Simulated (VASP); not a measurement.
# NiO (F-43m) in VASP: settings compared

The runs below take NiO through single point, with PBEsol-based screened hybrid with 25 % exact exchange, PBE.

Everything below comes from runs of VASP 6.6.1. Logs are shortened: lines on timing, memory, paths and dates and some standing lists are left out, and cuts for length are marked.

## (1) The cell of the first run

Symmetry: F-43m, No. 216, cubic system. The conventional cell has a = 4.397 Å, b = 4.397 Å, c = 4.397 Å, α = 90.00°, β = 90.00°, γ = 90.00°. Ni (site symmetry -43m) has 4 O at 1.90 Å within 2.5 Å. O (site symmetry -43m) has 4 Ni at 1.90 Å within 2.5 Å.

## (2) Single point, PBEsol-based screened hybrid with 25 % exact exchange, collinear spin, ferromagnetic start

Contents of POSCAR:

```
NiO
1.0
    0.0000000000      2.1985801194      2.1985801194
    2.1985801194      0.0000000000      2.1985801194
    2.1985801194      2.1985801194      0.0000000000
Ni O
1 1
Direct
    0.0000000000      0.0000000000      0.0000000000
    0.2500000000      0.2500000000      0.2500000000
```

Contents of INCAR.step1:

```
SYSTEM = NiO
PREC = Accurate
ENCUT = 520
EDIFF = 1E-5
ISMEAR = -1
SIGMA = 0.05
LREAL = .FALSE.
LASPH = .TRUE.
NELM = 200
ALGO = Normal
ISIF = 2
LWAVE = .TRUE.
LCHARG = .FALSE.
ISPIN = 2
MAGMOM = 1 0
LORBIT = 11
LMAXMIX = 4
GGA = PE
NBANDS = 23
GGA_COMPAT = .FALSE.
```

Contents of INCAR.step2:

```
SYSTEM = NiO
PREC = Accurate
ENCUT = 520
EDIFF = 1E-6
ISMEAR = -1
SIGMA = 0.05
LREAL = .FALSE.
LASPH = .TRUE.
NELM = 200
ALGO = Normal
ISIF = 2
LWAVE = .FALSE.
LCHARG = .FALSE.
ISPIN = 2
MAGMOM = 1 0
LORBIT = 11
LMAXMIX = 4
GGA = PS
LHFCALC = .TRUE.
AEXX = 0.25
HFSCREEN = 0.207
PRECFOCK = Normal
ISTART = 1
NBANDS = 23
GGA_COMPAT = .FALSE.
```

Contents of KPOINTS:

```
regular mesh
0
G
  5 5 5
  0 0 0
```

Potentials or basis: VASP PAW PBE potentials, release 64 (Ni_sv_GW, O).

On the command line:

```sh
$ cat potpaw_PBE.64/Ni_sv_GW/POTCAR potpaw_PBE.64/O/POTCAR > POTCAR
$ cp INCAR.step1 INCAR
$ mpirun -np 1 vasp_std > vasp.out
$ cp INCAR.step2 INCAR
$ mpirun -np 1 vasp_std > vasp.out
```

OUTCAR:

```text
SYSTEM = NiO
   PREC = Accurate
   ENCUT = 520
   EDIFF = 1E-6
   ISMEAR = -1
   LREAL = .FALSE.
   LASPH = .TRUE.
   NELM = 200
   ISIF = 2
   ISPIN = 2
   LORBIT = 11
   GGA = PS
   LHFCALC = .TRUE.
   AEXX = 0.25
   HFSCREEN = 0.207
   PRECFOCK = Normal
   ISTART = 1

 ion  position               nearest neighbor table
   1  0.000  0.000  0.000-   2 1.90   2 1.90   2 1.90   2 1.90
   2  0.250  0.250  0.250-   1 1.90   1 1.90   1 1.90   1 1.90

  LATTYP: Found a face centered cubic cell.
 ALAT       =     4.3971602388

  Lattice vectors:

 A1 = (   0.0000000000,   2.1985801194,   2.1985801194)
 A2 = (   2.1985801194,   0.0000000000,   2.1985801194)
 A3 = (   2.1985801194,   2.1985801194,   0.0000000000)

Analysis of symmetry for initial positions (statically):
=====================================================================
 Subroutine PRICEL returns:
 Original cell was already a primitive cell.

 Routine SETGRP: Setting up the symmetry group for a
 face centered cubic supercell.

 Subroutine GETGRP returns: Found 24 space group operations
 (whereof 24 operations were pure point group operations)
 out of a pool of 48 trial point group operations.

The static configuration has the point symmetry T_d .

Analysis of symmetry for dynamics (positions and initial velocities):
=====================================================================
 Subroutine PRICEL returns:
 Original cell was already a primitive cell.

 Routine SETGRP: Setting up the symmetry group for a
 face centered cubic supercell.

 Subroutine GETGRP returns: Found 24 space group operations
 (whereof 24 operations were pure point group operations)
 out of a pool of 48 trial point group operations.

The dynamic configuration has the point symmetry T_d .

Analysis of structural, dynamic, and magnetic symmetry:
=====================================================================
 Subroutine PRICEL returns:
 Original cell was already a primitive cell.

 Routine SETGRP: Setting up the symmetry group for a
 face centered cubic supercell.

 Subroutine GETGRP returns: Found 24 space group operations
 (whereof 24 operations were pure point group operations)
 out of a pool of 48 trial point group operations.

The overall configuration has the point symmetry T_d .

 Subroutine INISYM returns: Found 24 space group operations
[... 107 lines left out ...]
   GGA     = PS    functional components
   LHFCALC =     T    Hartree Fock is set to
   PRECFOCK=normal    Normal, Fast or Accurate (Low or Medium for compatibility)
   ENCUT4O =  -1.0   cutoff for four orbital integrals eV
   NKREDX  =     1    reduce k-point grid by
   NKREDY  =     1    reduce k-point grid by
   NKREDZ  =     1    reduce k-point grid by
   AEXX    =    0.2500 exact exchange contribution
   HFSCREEN=    0.2070 screening length (either q_TF or 0.3 A-1)
   HFSCREENC=   0.2070 screening length for correlation (either q_TF or 0.3 A-1)
   ENCUTFOCK=  -1.0 apply spherical cutoff to Coloumb kernel
   IVDW    =     0    specifies the selected vdW correction
   LEPSILON=     F    determine dielectric tensor
   LRPA    =     F    only Hartree local field effects (RPA)
 spin polarized calculation
  energy-cutoff  :      520.00
  volume of cell :       21.25
 maximum number of plane-waves:       586
  NGX = 18; NGY = 18; NGZ = 18

 number of electron      24.0000009 magnetization       2.0028569

 Free energy of the ion-electron system (eV)
  ---------------------------------------------------
  ext. energy  EPLUGINS =         0.00000000
  ---------------------------------------------------
  free energy    TOTEN  =       -14.92032965 eV

  energy without entropy =      -14.90913163  energy(sigma->0) =      -14.91473064

 E-fermi :   5.9926     XC(G=0):  -9.8953

 val. band max:        5.9889714426   @ k =  -0.4000   0.4000   0.2000
 cond. band min:       6.0548468508   @ k =  -0.2000   0.2000   0.0000
 fundamental gap:      0.0658754082
 Fermi energy:         5.9926283168

 spin component 1

 k-point     1 :       0.0000    0.0000    0.0000
  band No.  band energies     occupation
      1    -106.2871      1.00000
      2     -65.2683      1.00000
      3     -65.2683      1.00000
      4     -65.2683      1.00000
      5     -17.6495      1.00000
      6      -3.2702      1.00000
[... 249 lines left out ...]
     22      35.8080      0.00000
     23      36.2027      0.00000
 Fermi energy:         5.9926283168

 spin component 2

 k-point     1 :       0.0000    0.0000    0.0000
  band No.  band energies     occupation
      1    -103.5019      1.00000
      2     -62.2833      1.00000
      3     -62.2833      1.00000
      4     -62.2833      1.00000
      5     -16.8765      1.00000
      6      -0.9816      1.00000
[... 249 lines left out ...]
     22      36.0416      0.00000
     23      36.4384      0.00000

------------------------ aborting loop because EDIFF is reached ----------------------------------------

  FORCE on cell =-STRESS in cart. coord.  units (eV):
  Direction    XX          YY          ZZ          XY          YZ          ZX
  --------------------------------------------------------------------------------------
  -------------------------------------------------------------------------------------
  Total       -0.2556456     -0.2556456     -0.2556456      0.0000000      0.0000000      0.0000000
  in kB      -19.2704557    -19.2704557    -19.2704557      0.0000000      0.0000000      0.0000000
  external PRESSURE =     -19.2704557 kB  Pullay stress =       0.0000000 kB

 VOLUME and BASIS-vectors are now :
 -----------------------------------------------------------------------------
  energy-cutoff  :      520.00
  volume of cell :       21.25
      direct lattice vectors                 reciprocal lattice vectors
     0.000000000  2.198580119  2.198580119    -0.227419504  0.227419504  0.227419504
     2.198580119  0.000000000  2.198580119     0.227419504 -0.227419504  0.227419504
     2.198580119  2.198580119  0.000000000     0.227419504  0.227419504 -0.227419504

 POSITION                                       TOTAL-FORCE (eV/Angst)
 -----------------------------------------------------------------------------------
      0.00000      0.00000      0.00000         0.000000      0.000000      0.000000
      1.09929      1.09929      1.09929        -0.000000     -0.000000     -0.000000
 -----------------------------------------------------------------------------------
    total drift:                               -0.000003      0.000006      0.000004

  FREE ENERGIE OF THE ION-ELECTRON SYSTEM (eV)
  ---------------------------------------------------
  free  energy   TOTEN  =       -14.9203296544 eV

  energy  without entropy=      -14.9091316273  energy(sigma->0) =      -14.91473064

 total charge

# of ion       s       p       d       f       tot
--------------------------------------------------
    1        2.181   6.326   7.737   0.013  16.257
    2        1.549   3.497   0.000   0.000   5.046
--------------------------------------------------
tot          3.730   9.823   7.737   0.013  21.303

 magnetization (x)

# of ion       s       p       d       f       tot
--------------------------------------------------
    1       -0.002   0.016   1.687   0.000   1.701
    2        0.020   0.319   0.000   0.000   0.339
--------------------------------------------------
tot          0.018   0.335   1.687   0.000   2.040
```

Run time: 44 min. Hardware: 1 thread of Intel Xeon Platinum 8259CL at 2.50GHz (Skylake/Cascade Lake), shared host; peak memory 0.27 GiB.

What came out:

```
Free energy                                           : -14.9203 eV
Pressure                                              : -1.9 GPa
Band gap on the k mesh                                : zero (filled and empty bands overlap)
Net moment                                            : 2.00 μB per cell
Site moments                                          : Ni +1.70; O +0.34 μB
Valence electrons inside the program's atomic spheres : Ni 16.26; O 5.05
```

Levels at points of the mesh, in eV from the Fermi level:
Spin up:
| k point | band 10 | band 11 | band 12 | band 13 | band 14 | band 15 | band 16 | band 17 |
| --- | --- | --- | --- | --- | --- | --- | --- | --- |
| (0.00, 0.00, 0.00) | -5.85 | -2.25 | -2.25 | -2.25 | 0.35 | 14.82 | 14.82 | 14.82 |
Spin down:
| k point | band 7 | band 8 | band 9 | band 10 | band 11 | band 12 | band 13 | band 14 | band 15 | band 16 |
| --- | --- | --- | --- | --- | --- | --- | --- | --- | --- | --- |
| (0.00, 0.00, 0.00) | -6.97 | -6.97 | -4.44 | -4.44 | 0.44 | 2.45 | 2.45 | 2.45 | 15.03 | 15.03 |

Caveat: the k points lie up to 0.49 Å⁻¹ apart, too coarse for converged energies and pressures of a metal; the PAW data sets were made with another functional, which shifts forces and pressure a little; a cell with one magnetic atom can't hold antiferromagnetic order, which such compounds often take.

## (3) Single point, PBE, collinear spin, ferromagnetic start

This run uses another cell than the first one, of 11.91 Å³/atom.

Contents of INCAR:

```
SYSTEM = NiO
PREC = Accurate ; ENCUT = 1340
EDIFF = 1E-6 ; ISMEAR = -1
SIGMA = 0.05 ; LREAL = .FALSE.
LASPH = .TRUE. ; NELM = 200
ALGO = Normal ; ISIF = 2
LWAVE = .FALSE. ; LCHARG = .FALSE.
ISPIN = 2 ; MAGMOM = 1 0
LORBIT = 11 ; LMAXMIX = 4
GGA = PE ; NBANDS = 23
GGA_COMPAT = .FALSE.
```

Contents of KPOINTS:

```
Automatic mesh
0
G
  10 10 10
  0 0 0
```

Contents of POSCAR:

```
NiO
1.0
    0.0000000000      2.2835484600      2.2835484600
    2.2835484600      0.0000000000      2.2835484600
    2.2835484600      2.2835484600      0.0000000000
Ni O
1 1
Direct
    0.0000000000      0.0000000000      0.0000000000
    0.2500000000      0.2500000000      0.2500000000
```

Potentials or basis: VASP PAW PBE potentials, release 64 (Ni_sv_GW, O_h).

On the command line:

```sh
$ cat potpaw_PBE.64/Ni_sv_GW/POTCAR potpaw_PBE.64/O_h/POTCAR > POTCAR
$ mpirun -np 1 vasp_std > vasp.out
```

Wall time 8 min (1 thread of AMD EPYC, shared host); peak memory 0.4 GiB.

Results (log left out):

| Property | Result |
| --- | --- |
| Free energy | -12.5393 eV |
| Pressure | -7.1 GPa |
| Band gap on the k mesh | zero (filled and empty bands overlap) |
| Net moment | 1.98 μB per cell |
| Site moments | Ni +1.56; O +0.28 μB |
| Valence electrons inside the program's atomic spheres | Ni 16.15; O 3.33 |

Levels at points of the mesh, in eV from the Fermi level:
Spin up:
| k point | band 10 | band 11 | band 12 | band 13 | band 14 | band 15 | band 16 | band 17 |
| --- | --- | --- | --- | --- | --- | --- | --- | --- |
| (0.00, 0.00, 0.00) | -2.38 | 0.00 | 0.00 | 0.00 | 0.26 | 13.79 | 13.79 | 13.79 |
| (0.50, 0.00, 0.00) | -2.34 | -2.34 | -0.76 | -0.76 | 5.52 | 7.01 | 13.33 | 13.33 |
| (0.50, 0.50, 0.00) | -2.13 | -1.90 | -1.90 | -1.77 | 5.20 | 9.31 | 10.90 | 13.95 |
Spin down:
```
           k point  band 7  band 8  band 9  band 10  band 11  band 12  band 13  band 14  band 15  band 16
(0.00, 0.00, 0.00)   -4.67   -4.67   -1.30    -1.30     0.56     1.67     1.67     1.67    14.06    14.06
(0.50, 0.00, 0.00)   -4.46   -4.46   -1.10    -1.10    -0.67     0.82     0.82     5.84     7.51    13.66
(0.50, 0.50, 0.00)   -4.15   -4.15   -1.37    -1.02    -0.74    -0.05    -0.05     5.66     9.97    11.14
```

Caveat: the cell stands under tension; a cell with one magnetic atom can't hold antiferromagnetic order, which such compounds often take; semilocal functionals often make such compounds metallic where correlation or magnetic order opens a gap, which also shifts bond lengths.

The gap in the log of VASP goes by the Fermi energy; the results here count the filled bands.